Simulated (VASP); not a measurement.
Here is a VASP 6.6.1 calculation.

Contents of INCAR:

```
SYSTEM = CuAu3
PREC = Accurate
ENCUT = 520
EDIFF = 1E-6
ISMEAR = 0
SIGMA = 0.1
LREAL = .False.
LASPH = .True.
NELM = 80
ALGO = Fast
ISIF = 2
LWAVE = .False.
LCHARG = .True.
GGA = PS
LELF = .True.
LVHAR = .True.
NBANDS = 30
```

Contents of KPOINTS:

```
Automatic mesh
0
Gamma
  14 14 14
  0 0 0
```

POSCAR

```
CuAu3
1.0
    4.0537367837      0.0000000000      0.0000000000
    0.0000000000      4.0537367837      0.0000000000
    0.0000000000      0.0000000000      3.8469197553
Cu Au
1 3
Direct
    0.0000000000      0.0000000000      0.0000000000
    0.0000000000      0.5000000000      0.5000000000
    0.5000000000      0.0000000000      0.5000000000
    0.5000000000      0.5000000000      0.0000000000
```

Potentials or basis: VASP PAW PBE potentials, release 64 (Cu, Au).

The run is started by

```sh
$ cat potpaw_PBE.64/Cu/POTCAR potpaw_PBE.64/Au/POTCAR > POTCAR
$ mpirun -np 1 vasp_std > vasp.out
```

**Question.** What does it give for the pressure?

**Answer.** -1.4 GPa.

**Question.** Estimate the band gap on the k mesh.

**Answer.** Zero (bands 22 and 23 overlap by 2.05 eV).

Stress tensor (GPa, compression positive):
```
-1.92  0.00  0.00
 0.00 -1.92  0.00
 0.00  0.00 -0.25
```

Caveat: the cell differs from its parent crystal (biaxial strain in the a-b plane: +2.0 %, then relaxed in part); the PAW data sets were made with another functional, which shifts forces and pressure a little; spin-orbit coupling is left out, which moves the levels of the heavy elements.
